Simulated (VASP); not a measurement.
Input of a VASP 6.6.1 run:

File INCAR:

```
SYSTEM = RbCl
PREC = Accurate
ENCUT = 500
EDIFF = 1E-6
ISMEAR = 0
SIGMA = 0.05
LREAL = .False.
LASPH = .True.
NELM = 120
ALGO = Normal
ISIF = 2
LWAVE = .False.
LCHARG = .False.
GGA = PE
NBANDS = 15
GGA_COMPAT = .False.
```

KPOINTS

```
regular mesh
0
Gamma
  6 6 6
  0 0 0
```

File POSCAR:

```
RbCl
1.0
    0.0000000000      3.1430400000      3.1430400000
    3.1430400000      0.0000000000      3.1430400000
    3.1430400000      3.1430400000      0.0000000000
Rb Cl
1 1
Direct
    0.0000000000      0.0000000000      0.0000000000
    0.5000000000      0.5000000000      0.5000000000
```

Potentials or basis: VASP PAW PBE potentials, release 64 (Rb_sv, Cl).

Launch:

```sh
$ cat potpaw_PBE.64/Rb_sv/POTCAR potpaw_PBE.64/Cl/POTCAR > POTCAR
$ mpirun -np 1 vasp_std > vasp.out
```

(1) Estimate the band gap on the k mesh.

(2) Estimate the pressure.

## Answers

(1) 5.47 eV.

(2) 4.4 GPa.

Caveat: the cell differs from its parent crystal (strain -0.040 along x and y, -0.040 along z); the cell stands under pressure.
